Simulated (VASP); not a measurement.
# Si (I4_1/amd) in VASP: notebook

Si is run at these levels: PBE, PBEsol; tasks: single point.

All numbers are computed with VASP 6.6.1; they aren't measurements. Logs are shortened: lines on timing, memory, paths and dates and some standing lists are left out, and cuts for length are marked.

**1. The cell of the first run**

The typed cell holds 4 atoms: a = 3.868 Å, b = 3.868 Å, c = 6.699 Å, α = 73.23°, β = 73.23°, γ = 60.00°.

The cell was built from a structure type or drawn by symmetry, and may not be a known phase.

**2. Single point, PBE**

File INCAR:

```
SYSTEM = Si
PREC = Accurate ; ENCUT = 520
EDIFF = 1E-7 ; ISMEAR = 0
SIGMA = 0.02 ; LREAL = .False.
LASPH = .True. ; NELM = 60
ALGO = Normal ; ISIF = 2
LWAVE = .False. ; LCHARG = .False.
GGA = PE ; NBANDS = 16
```

File KPOINTS:

```
Automatic mesh
0
Gamma
  8 8 4
  0 0 0
```

File POSCAR:

```
Si
1.0
    3.2008762645     -1.9341044126      0.9871488616
    3.2008762645      1.9341044126      0.9871488616
    0.2715967688      0.0000000000      6.6937372018
Si
4
Direct
    0.0625006497      0.5625006498      0.8124996195
    0.4374993502      0.9374993502      0.6875003805
    0.9374993502      0.4374993503      0.1875003805
    0.5625006497      0.0625006497      0.3124996195
```

Potentials or basis: VASP PAW PBE potentials, release 64 (Si).

The run is started by

```
$ cat potpaw_PBE.64/Si/POTCAR > POTCAR
$ mpirun -np 1 vasp_std > vasp.out
```

OUTCAR:

```text
SYSTEM = Si
   PREC = Accurate
   ENCUT = 520
   EDIFF = 1E-7
   ISMEAR = 0
   LREAL = .False.
   LASPH = .True.
   NELM = 60
   ISIF = 2
   GGA = PE

 ion  position               nearest neighbor table
   1  0.063  0.563  0.812-   2 2.37   3 2.37   2 2.37   2 2.37
   2  0.437  0.937  0.688-   1 2.37   4 2.37   1 2.37   1 2.37
   3  0.937  0.437  0.188-   4 2.37   1 2.37   4 2.37   4 2.37
   4  0.563  0.063  0.312-   3 2.37   2 2.37   3 2.37   3 2.37

  LATTYP: Found a base centered monoclinic cell.
 ALAT       =     6.6992751057
 B/A-ratio  =     0.5774070723
 C/A-ratio  =     0.9999954946
 COS(beta)  =    -0.3332018089

  Lattice vectors:

 A1 = (  -3.2008762645,   1.9341044126,  -0.9871488616)
 A2 = (  -3.2008762645,  -1.9341044126,  -0.9871488616)
 A3 = (   0.2715967688,   0.0000000000,   6.6937372018)

Analysis of symmetry for initial positions (statically):
=====================================================================
 Subroutine PRICEL returns following result:

  LATTYP: Found a body centered tetragonal cell.
 ALAT       =     3.8682088256
 C/A-ratio  =     1.4140015057

  Lattice vectors:

 A1 = (  -3.2008762645,  -1.9341044126,  -0.9871488616)
 A2 = (  -0.1357983841,   1.9341044128,  -3.3468686008)
 A3 = (   3.2008762639,  -1.9341044130,   0.9871488614)

   2 primitive cells build up your supercell.

 Routine SETGRP: Setting up the symmetry group for a
 base centered monoclinic supercell.

 Subroutine GETGRP returns: Found  4 space group operations
 (whereof  2 operations were pure point group operations)
 out of a pool of  4 trial point group operations.

The static configuration has the point symmetry S_2 .
 The point group associated with its full space group is C_2h.

Analysis of symmetry for dynamics (positions and initial velocities):
=====================================================================
 Subroutine PRICEL returns following result:

  LATTYP: Found a body centered tetragonal cell.
 ALAT       =     3.8682088256
 C/A-ratio  =     1.4140015057

  Lattice vectors:

 A1 = (  -3.2008762645,  -1.9341044126,  -0.9871488616)
 A2 = (  -0.1357983841,   1.9341044128,  -3.3468686008)
 A3 = (   3.2008762639,  -1.9341044130,   0.9871488614)

   2 primitive cells build up your supercell.

 Routine SETGRP: Setting up the symmetry group for a
 base centered monoclinic supercell.

 Subroutine GETGRP returns: Found  4 space group operations
 (whereof  2 operations were pure point group operations)
 out of a pool of  4 trial point group operations.

The dynamic configuration has the point symmetry S_2 .
 The point group associated with its full space group is C_2h.

 Subroutine INISYM returns: Found  4 space group operations
 (whereof  2 operations are pure point group operations),
 and found     2 'primitive' translations

----------------------------------------------------------------------------------------

                                     Primitive cell

  volume of cell :      40.9212

  direct lattice vectors                    reciprocal lattice vectors
    -3.200876265 -1.934104413 -0.987148862    -0.111529974 -0.258517584 -0.144868074
    -0.135798384  1.934104413 -3.346868601     0.093313358 -0.000000000 -0.302572919
     3.200876264 -1.934104413  0.987148861     0.204843332 -0.258517584 -0.157704845

  length of vectors
     3.867923424  3.867910355  3.867923424     0.316633914  0.316635049  0.365599439

  position of ions in fractional coordinates (direct lattice)
     0.624999731  0.375000761  0.250001030
     0.375000269  0.624999239  0.749998970

  ion indices of the primitive-cell ions
   primitive index   ion index
                 1           1
                 2           3

----------------------------------------------------------------------------------------

 KPOINTS: Automatic mesh

Automatic generation of k-mesh.
 Grid dimensions read from file:
 generate k-points for:    8    8    4

 Generating k-lattice:

  Cartesian coordinates                     Fractional coordinates (reciprocal lattice)
     0.019773332 -0.032314698 -0.000802298     0.125000000 -0.000000000  0.000000000
     0.019773332  0.032314698 -0.000802298    -0.000000000  0.125000000  0.000000000
    -0.011664170  0.000000000  0.037821615     0.000000000  0.000000000  0.250000000

  Length of vectors
     0.037892849  0.037892849  0.039579381

  Shift w.r.t. Gamma in fractional coordinates (k-lattice)
     0.000000000  0.000000000  0.000000000

 Subroutine IBZKPT returns following result:
 ===========================================

 Found     78 irreducible k-points:

 Following reciprocal coordinates:
            Coordinates               Weight
  0.000000  0.000000  0.000000      1.000000
  0.125000 -0.000000  0.000000      4.000000
  0.250000 -0.000000  0.000000      4.000000
  0.375000  0.000000  0.000000      4.000000
  0.500000 -0.000000  0.000000      2.000000
  0.125000  0.125000 -0.000000      2.000000
[... 16 lines left out ...]
  0.125000 -0.000000  0.250000      4.000000
  0.250000 -0.000000  0.250000      4.000000
 [... further k-points ...]
   k-points           NKPTS =     78   k-points in BZ     NKDIM =     78   number of bands    NBANDS=     16
   number of dos      NEDOS =    301   number of ions     NIONS =      4
   total plane-waves  NPLWV =  45000
   dimension x,y,z NGX =    30 NGY =   30 NGZ =   50
   dimension x,y,z NGXF=    60 NGYF=   60 NGZF=  100
   ions per type =               4
   NGX,Y,Z   is equivalent  to a cutoff of  12.89, 12.89, 12.41 a.u.
   NGXF,Y,Z  is equivalent  to a cutoff of  25.79, 25.79, 24.82 a.u.
 SYSTEM =  Si
   PREC   = accura    normal or accurate (medium, high low for compatibility)
   ISTART =      0    job   : 0-new  1-cont  2-samecut
   ICHARG =      2    charge: 1-file 2-atom 10-const
   ISPIN  =      1    spin polarized calculation?
   LNONCOLLINEAR =      F non collinear calculations
   LSORBIT =      F    spin-orbit coupling
   LASPH  =      T    aspherical Exc in radial PAW
   ENCUT  =  520.0 eV  38.22 Ry    6.18 a.u.   7.19  7.19 12.46*2*pi/ulx,y,z
   NELM   =     60;   NELMIN=  2; NELMDL= -5     # of ELM steps
   EDIFF  = 0.1E-06   stopping-criterion for ELM
   LREAL  =      F    real-space projection
   EDIFFG = 0.1E-05   stopping-criterion for IOM
   NSW    =      0    number of steps for IOM
   IBRION =     -1    ionic relax: 0-MD 1-quasi-New 2-CG
   NFREE  =      0    steps in history (QN), initial steepest desc. (CG)
   ISIF   =      2    stress and relaxation
   ISYM   =      2    0-nonsym 1-usesym 2-fastsym
   POTIM  = 0.5000    time-step for ionic-motion
   TEBEG  =    0.0;   TEEND  =   0.0 temperature during run
   PSTRESS=    0.0 pullay stress
   NELECT =      16.0000    total number of electrons
   NUPDOWN=      -1.0000    fix difference up-down
   EMIN   =  10.00;   EMAX   =-10.00  energy-range for DOS
   EFERMI =   0.00;   METHOD = LEGACY
   ISMEAR =     0;   SIGMA  =   0.02  broadening in eV -4-tet -1-fermi 0-gaus
   EFERMI_NEDOS =   21; number of points for ismear=-14 and -15
   IALGO  =     38    algorithm
   IMIX   =      4    mixing-type and parameters
     AMIX     =   0.40;   BMIX     =  1.00
     AMIX_MAG =   1.60;   BMIX_MAG =  1.00
  volume/ion in A,a.u.               =      20.46       138.08
  Fermi-wavevector in a.u.,A,eV,Ry     =   0.950142  1.795508 12.282933  0.902770
  Thomas-Fermi vector in A             =   2.078491
   LORBIT       =      0    0 simple, 1 ext, 2 COOP (PROOUT), +10 PAW based schemes
   GGA     = PE    functional components
   LHFCALC =     F    Hartree Fock is set to
   AEXX    =    0.0000 exact exchange contribution
   IVDW    =     0    specifies the selected vdW correction
   LEPSILON=     F    determine dielectric tensor
   LRPA    =     F    only Hartree local field effects (RPA)
 non-spin polarized calculation
 Gauss-broadening in eV      SIGMA  =   0.02
  energy-cutoff  :      520.00
  volume of cell :       81.84
 maximum number of plane-waves:      2229
 NGX is ok and might be reduce to    30
   NGX = 15   NGY = 15   NGZ = 25

 number of electron      16.0000000 magnetization

 Free energy of the ion-electron system (eV)
  ---------------------------------------------------
  ext. energy  EPLUGINS =         0.00000000
  ---------------------------------------------------
  free energy    TOTEN  =       -21.69544787 eV

  energy without entropy =      -21.69544787  energy(sigma->0) =      -21.69544787

 E-fermi :   5.7151     XC(G=0):  -9.3236

 val. band max:        5.6094589362   @ k =   0.0000   0.0000   0.0000
 cond. band min:       6.2595226520   @ k =  -0.3750  -0.3750   0.2500
 fundamental gap:      0.6500637158
 Fermi energy:         5.7151483416

 k-point     1 :       0.0000    0.0000    0.0000
  band No.  band energies     occupation
      1      -6.2006      2.00000
      2      -3.9239      2.00000
      3      -1.2561      2.00000
      4       4.4303      2.00000
      5       4.4317      2.00000
      6       5.6083      2.00000
[... 8 lines left out ...]
     15       8.9588      0.00000
     16      13.3132      0.00000

 k-point     2 :       0.1250   -0.0000    0.0000
  band No.  band energies     occupation
      1      -6.0165      2.00000
      2      -3.7704      2.00000
      3      -1.1407      2.00000
      4       3.2396      2.00000
      5       4.1926      2.00000
      6       4.3278      2.00000
[... 8 lines left out ...]
     15       9.8784      0.00000
     16      12.4488      0.00000

 k-point     3 :       0.2500   -0.0000    0.0000
  band No.  band energies     occupation
      1      -5.4730      2.00000
      2      -3.3417      2.00000
      3      -0.9623      2.00000
      4       1.7016      2.00000
      5       2.4035      2.00000
      6       3.7620      2.00000
[... 8 lines left out ...]
     15      11.0499      0.00000
     16      12.4902      0.00000
[... 362 lines left out ...]
 k-point    23 :       0.1250   -0.0000    0.2500
  band No.  band energies     occupation
      1      -5.8841      2.00000
      2      -4.2136      2.00000
      3      -0.4609      2.00000
      4       3.5545      2.00000
      5       3.5783      2.00000
      6       4.0316      2.00000
[... 8 lines left out ...]
     15      10.6109      0.00000
     16      11.9106      0.00000

 k-point    24 :       0.2500   -0.0000    0.2500
  band No.  band energies     occupation
      1      -5.4163      2.00000
      2      -3.5388      2.00000
      3      -0.7126      2.00000
      4       1.7238      2.00000
      5       2.1486      2.00000
      6       3.4510      2.00000
[... 8 lines left out ...]
     15      11.4841      0.00000
     16      12.3534      0.00000

 [... further k-points ...]

------------------------ aborting loop because EDIFF is reached ----------------------------------------

  FORCE on cell =-STRESS in cart. coord.  units (eV):
  Direction    XX          YY          ZZ          XY          YZ          ZX
  --------------------------------------------------------------------------------------
  -------------------------------------------------------------------------------------
  Total       -0.0336653     -0.0350566     -0.0514757      0.0000000      0.0000000      0.0100462
  in kB       -0.6590434     -0.6862810     -1.0077074      0.0000000      0.0000000      0.1966673
  external PRESSURE =      -0.7843440 kB  Pullay stress =       0.0000000 kB

 VOLUME and BASIS-vectors are now :
 -----------------------------------------------------------------------------
  energy-cutoff  :      520.00
  volume of cell :       81.84
      direct lattice vectors                 reciprocal lattice vectors
     3.200876265 -1.934104413  0.987148862     0.158186653 -0.258517584 -0.006418385
     3.200876265  1.934104413  0.987148862     0.158186653  0.258517584 -0.006418385
     0.271596769  0.000000000  6.693737202    -0.046656679  0.000000000  0.151286460

 POSITION                                       TOTAL-FORCE (eV/Angst)
 -----------------------------------------------------------------------------------
      2.22122      0.96705      6.05563         0.000923      0.000000     -0.000095
      4.58792      0.96705      5.95928        -0.000923      0.000000      0.000095
      4.45213     -0.96705      2.61241        -0.000923      0.000000      0.000095
      2.08543     -0.96705      2.70876         0.000923      0.000000     -0.000095
 -----------------------------------------------------------------------------------
    total drift:                                0.000000      0.000000      0.000000

  FREE ENERGIE OF THE ION-ELECTRON SYSTEM (eV)
  ---------------------------------------------------
  free  energy   TOTEN  =       -21.6954478734 eV

  energy  without entropy=      -21.6954478734  energy(sigma->0) =      -21.69544787
```

Run time: 2.4 min. Hardware: 1 thread of Intel Xeon 8259CL, shared host; peak memory 0.23 GiB.

What came out:

```yaml
Free_energy: -21.6954 eV
Pressure: -0.1 GPa
Band_gap_on_the_k_mesh: 0.65 eV
```

A k mesh can miss the band edges.

(Part 1 of 2 ends here.)
